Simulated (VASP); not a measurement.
A run of VASP 6.6.1:

File INCAR:

```
PREC     = Accurate       # precision mode
ENCUT    = 520            # plane-wave cutoff, eV
EDIFF    = 1E-6           # SCF threshold, eV
ISMEAR   = 0              # smearing method
SIGMA    = 0.02           # smearing width, eV
LREAL    = F              # projectors in reciprocal space
LASPH    = T              # aspherical terms in the spheres
NELM     = 100            # most SCF steps
ALGO     = Normal         # electronic algorithm
ISIF     = 2              # what is computed and relaxed
LWAVE    = F              # write WAVECAR
LCHARG   = F              # write CHGCAR
GGA      = PE             # functional
NBANDS   = 25             # bands
```

The input KPOINTS:

```
Automatic mesh
0
Gamma
  6 6 6
```

Contents of POSCAR:

```
K3TeH
1.0
    5.3888160071      0.0000000000      0.0000000000
    0.0000000000      5.3888160071      0.0000000000
    0.0000000000      0.0000000000      5.3888160071
K Te H
3 1 1
Direct
    0.0000000000      0.5000000000      0.5000000000
    0.5000000000      0.0000000000      0.5000000000
    0.5000000000      0.5000000000      0.0000000000
    0.0000000000      0.0000000000      0.0000000000
    0.5000000000      0.5000000000      0.5000000000
```

Potentials or basis: VASP PAW PBE potentials, release 64 (K_sv, Te, H).

Command:

```sh
$ cat potpaw_PBE.64/K_sv/POTCAR potpaw_PBE.64/Te/POTCAR potpaw_PBE.64/H/POTCAR > POTCAR
$ mpirun -np 1 vasp_std > vasp.out
```

Hardware: 1 thread of Intel(R) Xeon(R) Platinum 8488C (Sapphire Rapids), on a shared host.

**Question.** Estimate the wall time of this run.

**Answer.** Run time: 44 s on 1 thread of Intel(R) Xeon(R) Platinum 8488C (Sapphire Rapids), on a shared host, peak memory 0.27 GiB. Counts: scf iterations 14, k points 20.
